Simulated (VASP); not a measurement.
# Al30Ga (a cell with a defect) in VASP: a series of runs, part 2 of 2

VASP 6.6.1. The steps go on from the part before.

## (3) Single point, PBE

Input file INCAR:

```
  PREC = Accurate
  ENCUT = 520
  EDIFF = 1E-7
  ISMEAR = 0
  SIGMA = 0.1
  LREAL = Auto
  LASPH = True
  NELM = 80
  ALGO = Normal
  ISIF = 2
  LWAVE = False
  LCHARG = False
  GGA = PE
  NBANDS = 72
```

Input file KPOINTS:

```
Automatic mesh
0
Gamma
  2 2 2
```

Input file POSCAR:

```
Al30Ga
1.0
    8.1000000000      0.0000000000      0.0000000000
    0.0000000000      8.1000000000      0.0000000000
    0.0000000000      0.0000000000      8.1000000000
Al Ga
30 1
Direct
    0.5009320988      0.0000000000     -0.0009937037
    0.7500886420      0.2505772840     -0.0014364198
    0.7508440741      0.0000000000      0.2483508642
   -0.0002051852      0.0000000000     -0.0002051852
    0.2508749383      0.2496639506      0.0001504938
    0.5017786420      0.5000000000     -0.0020897531
    0.7500886420      0.7494227160     -0.0014364198
    0.5013820988      0.2516401235      0.2483574074
    0.7503590123      0.5000000000      0.2506964198
    0.7505049383      0.2524144444      0.5008627160
    0.7508233333      0.0000000000      0.7508233333
   -0.0008380247      0.5000000000     -0.0008380247
    0.2508749383      0.7503360494      0.0001504938
    0.0001504938      0.2496639506      0.2508749383
    0.2504744444      0.5000000000      0.2504744444
    0.5013820988      0.7483598765      0.2483574074
   -0.0009937037      0.0000000000      0.5009320988
    0.2483574074      0.2516401235      0.5013820988
    0.5016692593      0.5000000000      0.5016692593
    0.7505049383      0.7475855556      0.5008627160
    0.2483508642      0.0000000000      0.7508440741
    0.5008627160      0.2524144444      0.7505049383
    0.7493137037      0.5000000000      0.7493137037
    0.0001504938      0.7503360494      0.2508749383
   -0.0020897531      0.5000000000      0.5017786420
    0.2483574074      0.7483598765      0.5013820988
   -0.0014364198      0.2505772840      0.7500886420
    0.2506964198      0.5000000000      0.7503590123
    0.5008627160      0.7475855556      0.7505049383
   -0.0014364198      0.7494227160      0.7500886420
    0.4973151852      0.0000000000      0.4973151852
```

Potentials or basis: VASP PAW PBE potentials, release 64 (Al, Ga_d).

Launch:

```
> cat potpaw_PBE.64/Al/POTCAR potpaw_PBE.64/Ga_d/POTCAR > POTCAR
> mpirun -np 1 vasp_std > vasp.out
```

OUTCAR:

```text
PREC = Accurate
   ENCUT = 520
   EDIFF = 1E-7
   ISMEAR = 0
   LREAL = Auto
   LASPH = True
   NELM = 80
   ISIF = 2
   GGA = PE

 ion  position               nearest neighbor table
   1  0.501  0.000  0.999-  11 2.85   3 2.86   5 2.86  13 2.86   2 2.86   7 2.86  21 2.87  22 2.87
                            29 2.87  16 2.87   8 2.87
   2  0.750  0.251  0.999-  27 2.85  22 2.85   6 2.85  11 2.85  12 2.86   8 2.86  23 2.86   1 2.86
                             4 2.87   3 2.87   9 2.87  14 2.88
   3  0.751  0.000  0.248-   4 2.85  14 2.86  24 2.86   1 2.86   2 2.87   7 2.87  17 2.87   8 2.87
                            16 2.87  31 2.88  10 2.89  20 2.89
   4  1.000  0.000  1.000-   3 2.85  21 2.85  11 2.85   2 2.87   7 2.87  27 2.87  30 2.87   5 2.87
                            24 2.87  13 2.87  14 2.87
   5  0.251  0.250  0.000-   8 2.86  21 2.86  22 2.86   1 2.86  28 2.86  15 2.87   4 2.87   6 2.87
                            14 2.87  12 2.88  27 2.88
   6  0.502  0.500  0.998-  22 2.84  29 2.84  23 2.84   7 2.85   2 2.85  28 2.86   8 2.86  16 2.86
                            13 2.87   5 2.87   9 2.87  15 2.89
   7  0.750  0.749  0.999-  30 2.85  29 2.85   6 2.85  11 2.85  12 2.86  16 2.86  23 2.86   1 2.86
                             4 2.87   3 2.87   9 2.87  24 2.88
[... 285 lines left out ...]
      6      -3.4500      2.00000
[... 385 lines left out ...]
     62      10.8436      0.00000
     63      11.0081      0.00000
 [bands above 63 left out]

------------------------ aborting loop because EDIFF is reached ----------------------------------------

  FORCE on cell =-STRESS in cart. coord.  units (eV):
  Direction    XX          YY          ZZ          XY          YZ          ZX
  --------------------------------------------------------------------------------------
  -------------------------------------------------------------------------------------
  Total       -0.7056926     -1.8420450     -0.7056926      0.0000000      0.0000000     -0.3340125
  in kB       -2.1275076     -5.5533593     -2.1275076      0.0000000      0.0000000     -1.0069740
  external PRESSURE =      -3.2694581 kB  Pullay stress =       0.0000000 kB

 VOLUME and BASIS-vectors are now :
 -----------------------------------------------------------------------------
  energy-cutoff  :      520.00
  volume of cell :      531.44
      direct lattice vectors                 reciprocal lattice vectors
     8.100000000  0.000000000  0.000000000     0.123456790  0.000000000  0.000000000
     0.000000000  8.100000000  0.000000000     0.000000000  0.123456790  0.000000000
     0.000000000  0.000000000  8.100000000     0.000000000  0.000000000  0.123456790

 POSITION                                       TOTAL-FORCE (eV/Angst)
 -----------------------------------------------------------------------------------
      4.05755      0.00000      8.09195         0.006183     -0.000000     -0.016672
      6.07572      2.02968      8.08836         0.007594      0.015053     -0.025464
      6.08184      0.00000      2.01164         0.004982     -0.000000     -0.010817
      8.09834      0.00000      8.09834         0.007209     -0.000000      0.007209
      2.03209      2.02228      0.00122         0.006320      0.000940      0.006562
      4.06441      4.05000      8.08307         0.013798     -0.000000     -0.020824
[... 23 lines left out ...]
      8.08836      6.07032      6.07572        -0.025464     -0.015053      0.007594
      4.02825      0.00000      4.02825        -0.023449     -0.000000     -0.023449
 -----------------------------------------------------------------------------------
    total drift:                                0.015395     -0.000000      0.015388

  FREE ENERGIE OF THE ION-ELECTRON SYSTEM (eV)
  ---------------------------------------------------
  free  energy   TOTEN  =      -113.8736055732 eV

  energy  without entropy=     -113.7063376694  energy(sigma->0) =     -113.78997162
```

OSZICAR:

```text
N       E                     dE             d eps       ncg     rms          rms(c)
DAV:   1     0.284567514394E+03    0.28457E+03   -0.36163E+04   864   0.122E+03
DAV:   2    -0.776225959997E+02   -0.36219E+03   -0.33688E+03  1008   0.209E+02
DAV:   3    -0.113407880255E+03   -0.35785E+02   -0.33663E+02  1000   0.661E+01
DAV:   4    -0.115061139142E+03   -0.16533E+01   -0.16057E+01  1056   0.137E+01
DAV:   5    -0.115133010254E+03   -0.71871E-01   -0.71512E-01  1232   0.313E+00    0.729E+00
DAV:   6    -0.114193986410E+03    0.93902E+00   -0.27060E+00  1072   0.523E+00    0.430E+00
DAV:   7    -0.113989247016E+03    0.20474E+00   -0.54817E-01  1032   0.197E+00    0.236E+00
DAV:   8    -0.113880002368E+03    0.10924E+00   -0.12664E-01  1048   0.994E-01    0.540E-01
DAV:   9    -0.113874411895E+03    0.55905E-02   -0.12539E-02  1088   0.341E-01    0.393E-01
DAV:  10    -0.113873830585E+03    0.58131E-03   -0.19577E-03  1072   0.128E-01    0.245E-01
DAV:  11    -0.113873632690E+03    0.19789E-03   -0.59571E-04  1024   0.696E-02    0.589E-02
DAV:  12    -0.113873606517E+03    0.26173E-04   -0.13257E-04  1056   0.341E-02    0.278E-02
DAV:  13    -0.113873607993E+03   -0.14762E-05   -0.20860E-05  1184   0.134E-02    0.179E-02
DAV:  14    -0.113873608721E+03   -0.72774E-06   -0.36647E-06  1024   0.576E-03    0.495E-03
DAV:  15    -0.113873606530E+03    0.21907E-05   -0.67792E-07  1120   0.227E-03    0.274E-03
DAV:  16    -0.113873605999E+03    0.53121E-06   -0.13826E-07   784   0.104E-03    0.891E-04
DAV:  17    -0.113873605601E+03    0.39799E-06   -0.10633E-08   600   0.383E-04    0.320E-04
DAV:  18    -0.113873605573E+03    0.27726E-07   -0.70703E-09   600   0.276E-04
   1 F= -.11387361E+03 E0= -.11378997E+03  d E =-.167268E+00
```

stdout:

```text
POSCAR found type information on POSCAR AlGa
 POSCAR found :  2 types and      31 ions
 scaLAPACK will be used
 LDA part: xc-table for (Slater+PW92), standard interpolation
 POSCAR, INCAR and KPOINTS ok, starting setup
 FFT: planning ... GRIDC
 FFT: planning ... GRID_SOFT
 FFT: planning ... GRID
 WAVECAR not read
 entering main loop
```

Run time: 3 min. Hardware: 1 thread of AMD EPYC 9R45 (Zen 5), shared host; peak memory 0.5 GiB.

Results:

* Free energy: -113.8736 eV
* Pressure: -0.3 GPa
* Largest force: 0.033 eV/Å
* Band gap on the k mesh: zero (an odd number of electrons rules out a gap without spin polarisation)

Forces in eV/Å, atoms in the order of the input:
```
Al   0.006  0.000 -0.017
Al   0.008  0.015 -0.025
Al   0.005  0.000 -0.011
Al   0.007  0.000  0.007
Al   0.006  0.001  0.007
Al   0.014  0.000 -0.021
Al   0.008 -0.015 -0.025
Al   0.017  0.011 -0.019
Al   0.017  0.000  0.010
Al   0.000  0.020  0.017
Al  -0.003  0.000 -0.003
Al  -0.018  0.000 -0.018
Al   0.006 -0.001  0.007
Al   0.007  0.001  0.006
Al   0.003  0.000  0.003
Al   0.017 -0.011 -0.019
Al  -0.017  0.000  0.006
Al  -0.019  0.011  0.017
Al   0.016  0.000  0.016
Al   0.000 -0.020  0.017
Al  -0.011  0.000  0.005
Al   0.017  0.020  0.000
Al  -0.006  0.000 -0.006
Al   0.007 -0.001  0.006
Al  -0.021  0.000  0.014
Al  -0.019 -0.011  0.017
Al  -0.025  0.015  0.008
Al   0.010  0.000  0.017
Al   0.017 -0.020  0.000
Al  -0.025 -0.015  0.008
Ga  -0.023  0.000 -0.023
```

Levels at points of the mesh, in eV from the Fermi level:
| k point | band 47 | band 48 | band 49 | band 50 | band 51 | band 52 | band 53 | band 54 | band 55 | band 56 |
| --- | --- | --- | --- | --- | --- | --- | --- | --- | --- | --- |
| (0.00, 0.00, 0.00) | -0.34 | -0.09 | -0.05 | -0.03 | 0.54 | 0.65 | 0.67 | 0.76 | 0.77 | 0.84 |
| (0.50, 0.00, 0.00) | -0.53 | -0.50 | -0.07 | -0.02 | 0.01 | 0.02 | 0.05 | 0.12 | 0.35 | 0.57 |
| (0.00, 0.50, 0.00) | -0.54 | -0.39 | -0.13 | 0.00 | 0.00 | 0.01 | 0.02 | 0.05 | 0.33 | 0.57 |
| (0.50, 0.50, 0.00) | -0.84 | -0.76 | -0.71 | -0.09 | -0.06 | -0.05 | 0.64 | 1.17 | 1.21 | 1.24 |
| (0.50, 0.00, 0.50) | -0.82 | -0.77 | -0.73 | -0.14 | -0.06 | -0.06 | 0.68 | 1.23 | 1.25 | 1.26 |
| (0.50, 0.50, 0.50) | -0.41 | -0.41 | -0.40 | -0.38 | -0.36 | -0.35 | -0.32 | -0.24 | -0.08 | -0.06 |

Caveat: the k points lie up to 0.39 Å⁻¹ apart, too coarse for converged energies and pressures of a metal.

## (4) Single point, PBE

Input file INCAR:

```
PREC = Accurate
ENCUT = 520
EDIFF = 1E-6
ISMEAR = 0
SIGMA = 0.1
LREAL = Auto
LASPH = True
NELM = 60
ALGO = Normal
ISIF = 2
LWAVE = False
LCHARG = False
GGA = PE
NBANDS = 72
```

Input file KPOINTS:

```
regular mesh
0
Gamma
  2 2 2
```

Input file POSCAR:

```
Al30Ga
1.0
    8.1000000000      0.0000000000      0.0000000000
    0.0000000000      8.1000000000      0.0000000000
    0.0000000000      0.0000000000      8.1000000000
Al Ga
30 1
Direct
    0.5015543862     -0.0004541200     -0.0016924737
    0.7514118645      0.2505709213     -0.0020946461
    0.7515016147     -0.0004477224      0.2473398549
   -0.0005323259     -0.0002076030     -0.0004190513
    0.2479955793      0.2520124930     -0.0008762479
    0.4982944702      0.4997850606     -0.0026959359
    0.7514360220      0.7483918793     -0.0015674593
    0.5022997248      0.2525937157      0.2467226891
    0.7521856860      0.4995141706      0.2465620009
    0.7485615579      0.2496594319      0.4984887465
    0.7492794730     -0.0007677145      0.7489072745
   -0.0003832866      0.4993283527     -0.0004128754
    0.2478389431      0.7470119227     -0.0005924323
   -0.0015356115      0.2525230607      0.2488737954
    0.2469384670      0.4994322276      0.2474349509
    0.5016822363      0.7467528324      0.2466775461
   -0.0018077483     -0.0001318752      0.5012524405
    0.2463464811      0.2533846857      0.5022354151
    0.4980217545      0.5001422031      0.4981734900
    0.7490797544      0.7495243224      0.4981311531
    0.2473866442     -0.0006382025      0.7517211003
    0.4974611614      0.2497627912      0.7485414887
    0.7496398584      0.4993766480      0.7502361085
   -0.0011205611      0.7469291465      0.2485361310
   -0.0029018362      0.4999104766      0.4983274972
    0.2457049957      0.7469533107      0.5024212816
   -0.0018662578      0.2500361047      0.7517881136
    0.2459724310      0.4998018412      0.7527737908
    0.4972144190      0.7498253916      0.7489866280
   -0.0016802880      0.7488525279      0.7523905193
    0.2548003908      0.0001650195      0.2552149061
```

Launch:

```
> cat potpaw_PBE.64/Al/POTCAR potpaw_PBE.64/Ga_d/POTCAR > POTCAR
> mpirun -np 1 vasp_std > vasp.out
```

Wall time 3.2 min (1 thread of AMD EPYC 9R45 (Zen 5), shared host); peak memory 0.53 GiB.

It converged, with:

| Property | Result |
| --- | --- |
| Free energy | -113.8771 eV |
| Pressure | -0.3 GPa |
| Largest force | 0.026 eV/Å |
| Band gap on the k mesh | zero (an odd number of electrons rules out a gap without spin polarisation) |

Forces in eV/Å, atoms in the order of the input:
```
Al   0.002  0.004 -0.007
Al   0.004  0.002  0.012
Al   0.003  0.004  0.005
Al  -0.012 -0.006 -0.002
Al  -0.011  0.016 -0.001
Al  -0.004 -0.007  0.007
Al   0.006 -0.001 -0.003
Al  -0.003 -0.002  0.000
Al   0.004  0.006 -0.001
Al  -0.007 -0.001 -0.012
Al  -0.015  0.000  0.005
Al   0.001 -0.005  0.012
Al  -0.010 -0.006  0.003
Al   0.008  0.006 -0.024
Al  -0.005  0.009 -0.006
Al   0.002  0.003  0.007
Al  -0.002  0.001  0.009
Al  -0.002 -0.016  0.000
Al   0.001  0.000  0.004
Al  -0.018  0.000  0.002
Al  -0.005  0.011  0.002
Al   0.004 -0.006  0.005
Al   0.003  0.009  0.002
Al   0.004 -0.007 -0.019
Al   0.003 -0.008  0.011
Al   0.018  0.001 -0.006
Al   0.010  0.015  0.002
Al   0.003 -0.004  0.000
Al   0.016 -0.004 -0.009
Al  -0.007 -0.008 -0.005
Ga   0.008 -0.005  0.008
```

Stress tensor (GPa, compression positive):
```
-0.17  0.00 -0.11
 0.00 -0.52  0.00
-0.11  0.00 -0.17
```

Levels at points of the mesh, in eV from the Fermi level:
```tsv
k point	band 47	band 48	band 49	band 50	band 51	band 52	band 53	band 54	band 55	band 56
(0.00, 0.00, 0.00)	-0.34	-0.09	-0.04	-0.04	0.54	0.65	0.67	0.76	0.77	0.84
(0.50, 0.00, 0.00)	-0.53	-0.50	-0.07	-0.02	0.00	0.03	0.05	0.12	0.36	0.58
(0.00, 0.50, 0.00)	-0.54	-0.38	-0.12	-0.01	0.00	0.02	0.02	0.05	0.35	0.57
(0.00, 0.00, 0.50)	-0.53	-0.50	-0.07	-0.02	0.00	0.02	0.05	0.12	0.36	0.58
(0.50, 0.50, 0.00)	-0.83	-0.75	-0.70	-0.09	-0.07	-0.05	0.65	1.16	1.22	1.24
(0.00, 0.50, 0.50)	-0.83	-0.76	-0.70	-0.09	-0.07	-0.05	0.65	1.16	1.22	1.24
(0.50, 0.00, 0.50)	-0.81	-0.77	-0.73	-0.14	-0.06	-0.06	0.68	1.23	1.25	1.27
(0.50, 0.50, 0.50)	-0.41	-0.41	-0.39	-0.37	-0.37	-0.36	-0.30	-0.24	-0.07	-0.04
```

Caveat: the k points lie up to 0.39 Å⁻¹ apart, too coarse for converged energies and pressures of a metal.
